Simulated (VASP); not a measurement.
# WC (P-6m2) in VASP: a series of runs, part 2 of 2

VASP 6.6.1.

## (4) Single point, r2SCAN

This run uses another cell than the first one, of 10.41 Å³/atom, 1.064 times its volume.

Input file POSCAR:

```
WC
1.0
    2.9120972975      0.0000000000      0.0000000000
   -1.4560486488      2.5219502379      0.0000000000
    0.0000000000      0.0000000000      2.8361125445
W C
1 1
Direct
    0.0000000000      0.0000000000      0.0000000000
    0.6666666667      0.3333333333      0.5000000000
```

Input file INCAR.step1:

```
ALGO = Normal
EDIFF = 1E-4
ENCUT = 520
GGA = PE
ISMEAR = 0
LASPH = True
LCHARG = False
LREAL = False
LWAVE = True
NBANDS = 16
NELM = 100
PREC = Accurate
SIGMA = 0.1
```

Input file INCAR.step2:

```
ALGO = Normal
EDIFF = 1E-6
ENCUT = 520
ISIF = 2
ISMEAR = 0
ISTART = 1
LASPH = True
LCHARG = False
LMIXTAU = True
LREAL = False
LWAVE = False
METAGGA = R2SCAN
NBANDS = 16
NELM = 100
PREC = Accurate
SIGMA = 0.1
```

Input file KPOINTS:

```
k-points
0
Gamma
  18 18 14
```

Started as:

```
$ cat potpaw_PBE.64/W_sv/POTCAR potpaw_PBE.64/C/POTCAR > POTCAR
$ cp INCAR.step1 INCAR
$ mpirun -np 1 vasp_std > vasp.out
$ cp INCAR.step2 INCAR
$ mpirun -np 1 vasp_std > vasp.out
```

It took 86 s on 1 thread of Intel Xeon 6975P-C (Granite Rapids), shared host; peak memory 0.22 GiB.

The run converged. Its results:

```yaml
Free_energy: -61.6132 eV
Pressure: 1.9 GPa
Band_gap_on_the_k_mesh: zero (band 9 reaches 11.67 eV, above the bottom of band 10 at 10.34 eV)
```

Stress tensor (GPa, compression positive):
```
1.78 0.00 0.00
0.00 1.78 0.00
0.00 0.00 2.13
```

Levels at points of the mesh, in eV from the Fermi level:
```tsv
k point	band 6	band 7	band 8	band 9	band 10	band 11	band 12	band 13
(0.00, 0.00, 0.00)	-4.45	-3.47	-3.47	0.14	3.42	3.42	5.97	5.97
(0.50, 0.00, 0.00)	-7.30	-3.71	-3.66	-0.50	2.51	4.72	5.09	7.29
(0.00, 0.00, 0.50)	-8.97	-2.09	-2.09	-0.55	-0.55	3.86	4.84	4.84
(0.50, 0.00, 0.50)	-6.69	-4.47	-4.34	0.23	4.59	5.49	6.96	9.65
```

Caveat: the PAW data sets were made with another functional, which shifts forces and pressure a little; spin-orbit coupling is left out, which moves the levels of the heavy elements.

## (5) Single point, r2SCAN

This run uses another cell than the first one, of 10.41 Å³/atom, 1.064 times its volume.

POSCAR is that of step 4.

Input file INCAR.step1:

```
SYSTEM = WC
PREC     = Accurate       ! precision mode
ENCUT    = 520            ! plane-wave cutoff, eV
ISMEAR   = 0              ! smearing method
SIGMA    = 0.1            ! smearing width, eV
LREAL    = .False.        ! projectors in reciprocal space
LASPH    = .True.         ! aspherical terms in the spheres
NELM     = 100            ! most SCF steps
NBANDS   = 16             ! bands
GGA      = PE             ! functional
ALGO     = Normal         ! electronic algorithm
EDIFF    = 1E-4           ! SCF threshold, eV
LWAVE    = .True.         ! write WAVECAR
LCHARG   = .False.        ! write CHGCAR
```

Input file INCAR.step2:

```
SYSTEM = WC
PREC     = Accurate       ! precision mode
ENCUT    = 520            ! plane-wave cutoff, eV
EDIFF    = 1E-7           ! SCF threshold, eV
ISMEAR   = 0              ! smearing method
SIGMA    = 0.1            ! smearing width, eV
LREAL    = .False.        ! projectors in reciprocal space
LASPH    = .True.         ! aspherical terms in the spheres
NELM     = 100            ! most SCF steps
ALGO     = Normal         ! electronic algorithm
ISIF     = 2              ! what is computed and relaxed
LWAVE    = .False.        ! write WAVECAR
LCHARG   = .True.         ! write CHGCAR
METAGGA  = R2SCAN         ! meta-GGA
LMIXTAU  = .True.       
LELF     = .True.         ! ELF
LVHAR    = .True.       
NBANDS   = 16             ! bands
ISTART   = 1
```

Input file KPOINTS:

```
regular mesh
0
Gamma
  18 18 14
  0 0 0
```

Started as:

```
$ cat potpaw_PBE.64/W_sv/POTCAR potpaw_PBE.64/C/POTCAR > POTCAR
$ cp INCAR.step1 INCAR
$ mpirun -np 1 vasp_std > vasp.out
$ cp INCAR.step2 INCAR
$ mpirun -np 1 vasp_std > vasp.out
```

Run time: 1.8 min. Hardware: 1 thread of Intel Xeon 6975P-C (Granite Rapids), shared host; peak memory 0.21 GiB.

The run converged. Its results:

```
Free energy            : -61.6132 eV
Pressure               : 1.9 GPa
Band gap on the k mesh : zero (band 9 reaches 11.67 eV, above the bottom of band 10 at 10.34 eV)
```

Stress tensor (GPa, compression positive):
```
1.81 0.00 0.00
0.00 1.81 0.00
0.00 0.00 2.18
```

Levels at points of the mesh, in eV from the Fermi level:
| k point | band 5 | band 6 | band 7 | band 8 | band 9 | band 10 | band 11 | band 12 | band 13 | band 14 |
| --- | --- | --- | --- | --- | --- | --- | --- | --- | --- | --- |
| (0.00, 0.00, 0.00) | -15.20 | -4.45 | -3.47 | -3.47 | 0.14 | 3.42 | 3.42 | 5.97 | 5.97 | 6.78 |
| (0.50, 0.00, 0.00) | -11.80 | -7.30 | -3.71 | -3.66 | -0.50 | 2.51 | 4.72 | 5.09 | 7.29 | 10.16 |
| (0.00, 0.00, 0.50) | -11.10 | -8.97 | -2.09 | -2.09 | -0.55 | -0.55 | 3.86 | 4.84 | 4.84 | 10.57 |
| (0.50, 0.00, 0.50) | -11.98 | -6.69 | -4.47 | -4.34 | 0.23 | 4.59 | 5.49 | 6.96 | 9.65 | 10.72 |

Caveat: the PAW data sets were made with another functional, which shifts forces and pressure a little; spin-orbit coupling is left out, which moves the levels of the heavy elements.

## (6) Single point, r2SCAN (volume scaled by 1.03, then relaxed in part)

Input file POSCAR:

```
WC
1.0
    2.9433673766      0.0000000000      0.0000000000
   -1.4716836883      2.5490309208      0.0000000000
    0.0000000000      0.0000000000      2.8594565662
W C
1 1
Direct
    0.0000000000      0.0000000000      0.0000000000
    0.6666666667      0.3333333333      0.5000000000
```

Input file INCAR.step1:

```
PREC = Accurate
ENCUT = 520
ISMEAR = 0
SIGMA = 0.1
LREAL = F
LASPH = T
NELM = 80
NBANDS = 16
GGA = PE
ALGO = Normal
EDIFF = 1E-4
LWAVE = T
LCHARG = F
```

Input file INCAR.step2:

```
PREC = Accurate
ENCUT = 520
EDIFF = 1E-6
ISMEAR = 0
SIGMA = 0.1
LREAL = F
LASPH = T
NELM = 80
ALGO = Normal
ISIF = 2
LWAVE = F
LCHARG = F
METAGGA = R2SCAN
LMIXTAU = T
NBANDS = 16
ISTART = 1
```

Input file KPOINTS:

```
Automatic mesh
0
Gamma
  18 18 14
```

Potentials or basis: VASP PAW PBE potentials, release 64 (W_sv, C).

Started as:

```
$ cat potpaw_PBE.64/W_sv/POTCAR potpaw_PBE.64/C/POTCAR > POTCAR
$ cp INCAR.step1 INCAR
$ mpirun -np 1 vasp_std > vasp.out
$ cp INCAR.step2 INCAR
$ mpirun -np 1 vasp_std > vasp.out
```

Wall time 97 s (1 thread of Intel Xeon 6975P-C (Granite Rapids), shared host); peak memory 0.22 GiB.

The run converged. Its results:

* Free energy: -61.5983 eV
* Pressure: -9.5 GPa
* Band gap on the k mesh: zero (band 9 reaches 11.26 eV, above the bottom of band 10 at 9.96 eV)

Stress tensor (GPa, compression positive):
```
-9.56  0.00  0.00
 0.00 -9.56  0.00
 0.00  0.00 -9.27
```

Levels at points of the mesh, in eV from the Fermi level:
| k point | band 6 | band 7 | band 8 | band 9 | band 10 | band 11 | band 12 | band 13 |
| --- | --- | --- | --- | --- | --- | --- | --- | --- |
| (0.00, 0.00, 0.00) | -4.28 | -3.36 | -3.36 | 0.16 | 3.28 | 3.28 | 5.81 | 5.81 |
| (0.50, 0.00, 0.00) | -7.16 | -3.55 | -3.52 | -0.50 | 2.43 | 4.53 | 4.86 | 7.12 |
| (0.00, 0.00, 0.50) | -8.77 | -2.03 | -2.03 | -0.52 | -0.52 | 3.77 | 4.75 | 4.75 |
| (0.50, 0.00, 0.50) | -6.50 | -4.33 | -4.26 | 0.19 | 4.39 | 5.27 | 6.68 | 9.33 |

Caveat: the cell differs from its parent crystal (volume scaled by 1.03, then relaxed in part); the PAW data sets were made with another functional, which shifts forces and pressure a little; spin-orbit coupling is left out, which moves the levels of the heavy elements.

## (7) The runs side by side

| cell | gap on the mesh (eV) | pressure (GPa) |
| --- | --- | --- |
| a = 2.848, b = 2.848, c = 2.788 Å, angles 90.0, 90.0, 120.0°, 2 atoms | none | 30.7 |
| a = 2.880, b = 2.880, c = 2.812 Å, angles 90.0, 90.0, 120.0°, 2 atoms | none | 15.2 |
| a = 2.912, b = 2.912, c = 2.836 Å, angles 90.0, 90.0, 120.0°, 2 atoms | none | 1.9 |
| a = 2.943, b = 2.943, c = 2.859 Å, angles 90.0, 90.0, 120.0°, 2 atoms | none | -9.5 |

Alike in all rows: task single point; level r2SCAN; potentials or basis VASP PAW PBE potentials, release 64 (W_sv, C); no spin polarisation; k mesh 18 × 18 × 14; cutoff (eV) 520; smearing gaussian 0.1 eV.

Caveats: the PAW data sets were made with another functional, which shifts forces and pressure a little; spin-orbit coupling is left out, which moves the levels of the heavy elements.

Total energies depend on the potentials used, so only differences within one code and one set of settings carry meaning.
